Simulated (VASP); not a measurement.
Wanted: the native input for a VASP 6.6.1 run.

* Task: single point
* Functional: PBEsol
* Potentials or basis: VASP PAW PBE potentials, release 64 (Cu, Au)
* Cutoff: 520 eV
* k mesh: 18 × 18 × 14
* Occupations: gaussian, width 0.15 eV
* Spin: no spin polarisation
* Dipole correction: no
* Further INCAR settings: ALGO = Fast; EDIFF = 1e-06; NBANDS = 18

The structure of CuAu lies in POSCAR:

```
CuAu
1.0
    2.8840000000      0.0000000000      0.0000000000
    0.0000000000      2.8840000000      0.0000000000
    0.0000000000      0.0000000000      3.6700000000
Cu Au
1 1
Direct
    0.5000000000      0.5000000000      0.5000000000
    0.0000000000      0.0000000000      0.0000000000
```

This cell differs from its parent crystal: strain +0.030 along x and y, +0.000 along z.

These files were run (other wordings do the same):

INCAR

```
ALGO = Fast ; EDIFF = 1E-6
ENCUT = 520 ; GGA = PS
ISIF = 2 ; ISMEAR = 0
LASPH = True ; LCHARG = False
LREAL = False ; LWAVE = False
NBANDS = 18 ; NELM = 100
PREC = Accurate ; SIGMA = 0.15
```

KPOINTS

```
k-points
0
Gamma
  18 18 14
```

Potentials or basis: VASP PAW PBE potentials, release 64 (Cu, Au).

Launch:

```console
$ cat potpaw_PBE.64/Cu/POTCAR potpaw_PBE.64/Au/POTCAR > POTCAR
$ mpirun -np 1 vasp_std > vasp.out
```

Results of the run:

```yaml
Pressure: -10.1 GPa
Band_gap_on_the_k_mesh: zero (band 11 reaches 12.86 eV, above the bottom of band 12 at 5.94 eV)
```

Caveat: the cell differs from its parent crystal (strain +0.030 along x and y, +0.000 along z); the PAW data sets were made with another functional, which shifts forces and pressure a little; spin-orbit coupling is left out, which moves the levels of the heavy elements.

Wall time 93 s on 1 thread of Intel(R) Xeon(R) 6975P-C (Granite Rapids), with other jobs on the host, peak memory 0.35 GiB.
